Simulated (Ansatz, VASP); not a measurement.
**Ge6N: VASP beside Ansatz**

```
Ge N
1.0
     0.00000    4.48944    4.48944
     4.48944    0.00000    4.48944
     4.48944    4.48944    0.00000
Ge N
6 1
Direct
  0.59889 0.59889 0.59889
  0.59889 0.59889 0.20334
  0.59889 0.20334 0.59889
  0.20334 0.59889 0.59889
  0.00000 0.00000 0.00000
  0.75000 0.75000 0.75000
  0.25000 0.25000 0.25000
```

Alike in both runs: functional PBE; k mesh 4 × 4 × 4; occupations gaussian, width 0.1 eV; no spin polarisation.

Ansatz relaxed the structure, and its values are those at the end. VASP's run is a single point on that final structure, the one shown.

```csv
,VASP,Ansatz
version,VASP 6.6.1,Ansatz 0.2.0
potentials or method,"VASP PAW PBE potentials, release 64 (Ge_d, N), cutoff 520 eV","scalar-relativistic, plane waves, PAW"
valence electrons in the cell,89,89
```

|  | VASP | Ansatz | Ansatz less VASP |
| --- | --- | --- | --- |
| gap on the k mesh at the Fermi level (eV) | none | none | - |
| pressure (GPa) | 0.2 | 0.3 | +0.05 |
| rms of the force components (eV/Å) | 0.022 | 0.020 | -0.0023 |

A gap of «none» marks a metal or a gap that the smearing closes. The functional is the same, so the differences come from potentials, cutoffs and numerics.
